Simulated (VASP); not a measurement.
Set up this calculation in VASP 6.6.1, as the native input.

* Task: single point
* Functional: PBE
* Potentials or basis: VASP PAW PBE potentials, release 64 (Si, C)
* Cutoff: 520 eV
* k mesh: 12 × 12 × 10
* Occupations: gaussian, width 0.1 eV
* Spin: no spin polarisation
* Dipole correction: no
* Further INCAR settings: ALGO = Normal; EDIFF = 1e-06; NBANDS = 21

The structure of Si5C lies in POSCAR:

```
Si5C
1.0
    4.4444341781      0.0000000000      0.0000000000
   -2.2222170891      3.8489929037      0.0000000000
    0.0000000000      0.0000000000      4.5237473650
Si C
5 1
Direct
    0.3333333333      0.6666666667      0.0000000000
    0.6666666667      0.3333333333      0.0000000000
    0.6737757685      0.6737757685      0.5000000000
    0.3262242315      0.0000000000      0.5000000000
    0.0000000000      0.3262242315      0.5000000000
    0.0000000000      0.0000000000      0.0000000000
```

The input as run:

INCAR

```
SYSTEM = Si5C
PREC = Accurate
ENCUT = 520
EDIFF = 1E-6
ISMEAR = 0
SIGMA = 0.1
LREAL = .FALSE.
LASPH = .TRUE.
NELM = 80
ALGO = Normal
ISIF = 2
LWAVE = .FALSE.
LCHARG = .FALSE.
GGA = PE
NBANDS = 21
```

KPOINTS

```
Automatic mesh
0
G
  12 12 10
  0 0 0
```

Potentials or basis: VASP PAW PBE potentials, release 64 (Si, C).

Run with:

```bash
$ cat potpaw_PBE.64/Si/POTCAR potpaw_PBE.64/C/POTCAR > POTCAR
$ mpirun -np 1 vasp_std > vasp.out
```

It gave:

```yaml
Pressure: 0.0 GPa
Band_gap_on_the_k_mesh: zero (bands 12 and 13 overlap by 5.03 eV)
```

Wall time 120 s on 1 thread of Intel(R) Xeon(R) Platinum 8488C (Sapphire Rapids) (shared host), peak memory 0.29 GiB.
